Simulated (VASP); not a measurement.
## ZrB2: vibrations by perturbation theory with LDA

ZrB2:

```xyz
3
Lattice="3.1335 0.0000 0.0000 -1.5667 2.7137 0.0000 0.0000 0.0000 3.4885" Properties=species:S:1:pos:R:3 pbc="T T T"
Zr    0.0000    0.0000    0.0000
B     0.0000    1.8091    1.7443
B     1.5667    0.9046    1.7443
```

- Program: VASP 6.6.1
- Task: vibrations by perturbation theory
- Functional: LDA
- Potentials or basis: VASP PAW LDA potentials, release 64 (Zr_sv, B)
- Cutoff: 520 eV
- k mesh: 15 × 15 × 10
- Occupations: fermi-dirac, width 0.15 eV
- Spin: no spin polarisation
- Dipole correction: no
- Further INCAR settings: ALGO = Normal; EDIFF = 1e-08; NBANDS = 16; IBRION = 8; NSW = 1

```json
{"Highest phonon frequency at Γ": "796 cm⁻¹"}
```

Phonon frequencies in cm⁻¹ (negative: imaginary):
```csv
q point,frequencies
"(0.000, 0.000, 0.000)",-1 -1 0 469 469 490 580 796 796
```

Wall time 11 min on 1 thread of Intel(R) Xeon(R) Platinum 8488C (Sapphire Rapids), with other jobs on the host, peak memory 0.71 GiB.
